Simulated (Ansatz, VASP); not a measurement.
**Hf in VASP and in Ansatz**

```
CELL_PARAMETERS angstrom
0.00000 2.24921 2.24921
2.24921 0.00000 2.24921
2.24921 2.24921 0.00000
ATOMIC_POSITIONS crystal
Hf 0.00000 0.00000 0.00000
```

Change from the starting cell: volume scaled by 1.04.

Alike in both runs: task single point; functional PBE; k mesh 13 × 13 × 13; occupations fermi-dirac, width 0.03 eV; no spin polarisation.

|  | VASP | Ansatz |
| --- | --- | --- |
| version | VASP 6.6.1 | Ansatz 0.2.0 |
| potentials or method | VASP PAW PBE potentials, release 64 (Hf_pv), cutoff 520 eV | all-electron LAPW, scalar-relativistic |

|  | VASP | Ansatz | Ansatz less VASP |
| --- | --- | --- | --- |
| pressure (GPa) | -1.4 | -1.0 | +0.44 |

Ansatz ran all-electron here, and VASP with PAW potentials.

Spin-orbit coupling is off throughout.
